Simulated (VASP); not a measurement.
# SnB17N18 (a cell with a defect) in VASP: notebook, part 2 of 3

VASP 6.6.1.

### 3 Single point, PBE

Contents of INCAR:

```
SYSTEM = SnB17N18
PREC = Accurate
ENCUT = 520
EDIFF = 1E-6
ISMEAR = -1
SIGMA = 0.01
LREAL = Auto
LASPH = .True.
NELM = 120
ALGO = Normal
ISIF = 2
LWAVE = .False.
LCHARG = .False.
GGA = PE
NBANDS = 102
NELECT = 154.0
GGA_COMPAT = .False.
ISYM = -1
```

Contents of KPOINTS:

```
explicit points
4
Reciprocal
  0.25000000   0.25000000   0.25000000 2
  0.25000000   0.25000000   0.75000000 2
  0.25000000   0.75000000   0.25000000 2
  0.25000000   0.75000000   0.75000000 2
```

Contents of POSCAR:

```
SnB17N18
1.0
    7.4650312844      0.0000000000      0.0000000000
   -3.7325156422      6.4649067324      0.0000000000
    0.0000000000      0.0000000000      6.4954828762
B N Sn
17 18 1
Direct
    0.1051941677      0.2094750439      0.2430497234
    0.2230744257      0.1188356215      0.7965516039
    0.1068207978      0.5439399713      0.2421259435
    0.2221502823      0.4594978907      0.7647012501
    0.1062167472      0.8754873706      0.2484709508
    0.2292904710      0.7909786349      0.8079769774
    0.4360233607      0.2028397940      0.2358528308
    0.5626964422      0.1187169971      0.7996075901
    0.4360489702      0.5464027966      0.2326888144
    0.4387132870      0.8753264524      0.2481972691
    0.5589081418      0.7945226552      0.7439788619
    0.7737086075      0.2095014741      0.2433505132
    0.8942923543      0.1216613100      0.7572306570
    0.7800692466      0.5467105957      0.2319108942
    0.9053035744      0.4596489398      0.7671387966
    0.7733387109      0.8771296458      0.2374481016
    0.9026702809      0.7949029177      0.7455537316
    0.1175670710      0.2342923853      0.7631177350
    0.2164749287      0.0987156707      0.2495297762
    0.1190396280      0.5683818991      0.8187300376
    0.2167990640      0.4322332619      0.2392964286
    0.1159376280      0.9001629451      0.8031393184
    0.2170067416      0.7656926914      0.2560820295
    0.4432265714      0.2197778351      0.8145556850
    0.5505570102      0.0985647549      0.2493308572
    0.4266868198      0.5842406427      0.6921526159
    0.5505052944      0.4322268148      0.2516051989
    0.4524543720      0.8999242064      0.8027244924
    0.5503525110      0.7657456647      0.2355565170
    0.7843211068      0.2342805682      0.7668910820
    0.8836085746      0.0989000916      0.2444023600
    0.8261824560      0.5848759265      0.6970720391
    0.8837844670      0.4321743998      0.2390057228
    0.7833251854      0.8991401363      0.7379798236
    0.8839731519      0.7659893271      0.2353278252
    0.5476468278      0.4253828772      0.5902224421
```

Potentials or basis: VASP PAW PBE potentials, release 64 (B, N, Sn_d).

Command:

```console
$ cat potpaw_PBE.64/B/POTCAR potpaw_PBE.64/N/POTCAR potpaw_PBE.64/Sn_d/POTCAR > POTCAR
$ mpirun -np 1 vasp_std > vasp.out
```

OUTCAR:

```text
SYSTEM = SnB17N18
   PREC = Accurate
   ENCUT = 520
   EDIFF = 1E-6
   ISMEAR = -1
   LREAL = Auto
   LASPH = .True.
   NELM = 120
   ISIF = 2
   GGA = PE
   NELECT = 154.0
   ISYM = -1

 ion  position               nearest neighbor table
   1  0.105  0.209  0.243-  31 1.43  19 1.44  21 1.44
   2  0.223  0.119  0.797-  22 1.41  24 1.43  18 1.45  36 2.71
   3  0.107  0.544  0.242-  21 1.43  23 1.44  33 1.44
   4  0.222  0.459  0.765-  26 1.41  20 1.41  18 1.46  36 2.81
   5  0.106  0.875  0.248-  23 1.43  35 1.44  19 1.44
[... 589 lines left out ...]
  Total       28.8675206     28.2314959      4.2209037     -0.5904025      0.5097073     -0.0412755
  in kB      147.5416814    144.2909638     21.5730073     -3.0175427      2.6051100     -0.2109588
  external PRESSURE =     104.4685508 kB  Pullay stress =       0.0000000 kB

 VOLUME and BASIS-vectors are now :
 -----------------------------------------------------------------------------
  energy-cutoff  :      520.00
  volume of cell :      313.48
      direct lattice vectors                 reciprocal lattice vectors
     7.465031284  0.000000000  0.000000000     0.133957911  0.077340636  0.000000000
    -3.732515642  6.464906732  0.000000000     0.000000000  0.154681273  0.000000000
     0.000000000  0.000000000  6.495482876     0.000000000  0.000000000  0.153953142

 POSITION                                       TOTAL-FORCE (eV/Angst)
 -----------------------------------------------------------------------------------
      0.00341      1.35424      1.57873        -0.188903      0.134253      0.017323
      1.22170      0.76826      5.17399         0.002408     -0.150945      0.103238
     -1.23284      3.51652      1.57272        -0.220915      0.121216      0.006238
     -0.05672      2.97061      4.96710         0.214265     -0.064925     -0.122082
     -2.47486      5.65994      1.61394        -0.175957      0.118528     -0.045111
     -1.24068      5.11360      5.24820         0.120453     -0.115239      0.054486
[... 28 lines left out ...]
      3.73982      4.95205      1.52857         0.173759     -0.125810      0.000102
      2.50045      2.75006      3.83378         0.068454      0.022020      0.132992
 -----------------------------------------------------------------------------------
    total drift:                                0.018238      0.016546      0.005609

  FREE ENERGIE OF THE ION-ELECTRON SYSTEM (eV)
  ---------------------------------------------------
  free  energy   TOTEN  =      -310.2987952446 eV

  energy  without entropy=     -310.2987952446  energy(sigma->0) =     -310.29879524
```

OSZICAR:

```text
N       E                     dE             d eps       ncg     rms          rms(c)
DAV:   1     0.130636918689E+04    0.13064E+04   -0.73931E+04   816   0.157E+03
DAV:   2    -0.159637509400E+03   -0.14660E+04   -0.13606E+04   952   0.398E+02
DAV:   3    -0.336080675050E+03   -0.17644E+03   -0.17131E+03   930   0.154E+02
DAV:   4    -0.344266125807E+03   -0.81855E+01   -0.81184E+01   992   0.352E+01
DAV:   5    -0.344536960201E+03   -0.27083E+00   -0.27048E+00  1080   0.632E+00    0.349E+01
DAV:   6    -0.313007707145E+03    0.31529E+02   -0.79837E+01  1232   0.617E+01    0.149E+01
DAV:   7    -0.310859423643E+03    0.21483E+01   -0.13968E+01  1008   0.120E+01    0.100E+01
DAV:   8    -0.310318987407E+03    0.54044E+00   -0.18992E+00   968   0.498E+00    0.268E+00
DAV:   9    -0.310291826364E+03    0.27161E-01   -0.26586E-01  1008   0.228E+00    0.826E-01
DAV:  10    -0.310296940163E+03   -0.51138E-02   -0.38139E-02  1000   0.770E-01    0.473E-01
DAV:  11    -0.310298010762E+03   -0.10706E-02   -0.63474E-03  1152   0.355E-01    0.117E-01
DAV:  12    -0.310298662613E+03   -0.65185E-03   -0.12600E-03   920   0.144E-01    0.566E-02
DAV:  13    -0.310298767786E+03   -0.10517E-03   -0.14283E-04  1008   0.442E-02    0.344E-02
DAV:  14    -0.310298786597E+03   -0.18811E-04   -0.27407E-05   968   0.200E-02    0.116E-02
DAV:  15    -0.310298794846E+03   -0.82491E-05   -0.10155E-05   896   0.126E-02    0.325E-03
DAV:  16    -0.310298795245E+03   -0.39857E-06   -0.82548E-07   688   0.374E-03
   1 F= -.31029880E+03 E0= -.31029880E+03  d E =-.240636E-11
```

stdout:

```text
POSCAR found type information on POSCAR B N Sn
 POSCAR found :  3 types and      36 ions
 scaLAPACK will be used
 LDA part: xc-table for (Slater+PW92), standard interpolation
 POSCAR, INCAR and KPOINTS ok, starting setup
 FFT: planning ... GRIDC
 FFT: planning ... GRID_SOFT
 FFT: planning ... GRID
 WAVECAR not read
 entering main loop
 the old and the new charge density differ
 old charge density:   155.00000 new  154.00000
    0.349E+01
```

It took 2.7 min on 1 thread of Intel Xeon 6975P-C (Granite Rapids), shared host; peak memory 0.41 GiB.

What came out:

- Free energy: -310.2988 eV
- Largest force: 0.262 eV/Å

Forces in eV/Å, atoms in the order of the input:
```
B   -0.189  0.134  0.017
B    0.002 -0.151  0.103
B   -0.221  0.121  0.006
B    0.214 -0.065 -0.122
B   -0.176  0.119 -0.045
B    0.120 -0.115  0.054
B   -0.135  0.060  0.006
B    0.116 -0.106 -0.042
B   -0.193  0.113 -0.042
B   -0.194  0.108  0.000
B    0.124 -0.156 -0.103
B   -0.181  0.113 -0.029
B    0.089 -0.089  0.030
B   -0.142  0.089  0.003
B    0.122 -0.080  0.039
B   -0.212  0.119  0.006
B    0.201 -0.011 -0.022
N   -0.030  0.047  0.009
N    0.185 -0.103 -0.014
N   -0.231  0.123  0.002
N    0.216 -0.140 -0.025
N   -0.193  0.106  0.016
N    0.206 -0.134  0.023
N    0.067  0.205 -0.068
N    0.147 -0.081 -0.003
N   -0.139  0.102  0.080
N    0.109 -0.075  0.016
N   -0.154  0.124  0.096
N    0.201 -0.105 -0.028
N   -0.123  0.115 -0.027
N    0.194 -0.121 -0.001
N   -0.159 -0.127 -0.102
N    0.195 -0.089  0.010
N   -0.080  0.052  0.023
N    0.174 -0.126  0.000
Sn   0.068  0.022  0.133
```

Levels at points of the mesh, in eV from the Fermi level:
```csv
k point,band 75,band 76,band 77,band 78,band 79,band 80
"(0.25, 0.25, 0.25)",-0.76,-0.62,-0.44,2.32,3.63,3.93
```

Caveat: the cell carries a net charge on a neutralising background, which shifts energy and pressure; the cell is charged against a uniform background, so pressure and absolute levels hang on convention; spin-orbit coupling is left out, which moves the levels of the heavy elements.

(Continued in part 3 of 3.)
